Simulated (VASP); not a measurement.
Pt:

```
Pt
1.0
     2.81481    0.00000    0.00000
    -1.40741    2.43770    0.00000
     0.00000    0.00000    4.88612
Pt
2
Direct
  0.33333 0.66667 0.25000
  0.66667 0.33333 0.75000
```

This cell differs from its parent crystal: volume scaled by 1.06.

Program: VASP 6.6.1. Alike in all runs: task single point; no spin polarisation; cell as given; k mesh 11 × 11 × 6; cutoff (eV) 520; smearing fermi-dirac 0.05 eV.

Task: Order these runs on this cell by their pressure, lowest first.
A. level LDA; potentials or basis VASP PAW LDA potentials, release 64 (Pt)
B. level PBEsol; potentials or basis VASP PAW PBE potentials, release 64 (Pt)
C. level r2SCAN; potentials or basis VASP PAW PBE potentials, release 64 (Pt)

Result: A (-25.6 GPa), B (-21.9 GPa), C (-17.3 GPa).

Caveats: the PAW data sets were made with another functional, which shifts forces and pressure a little (some runs).
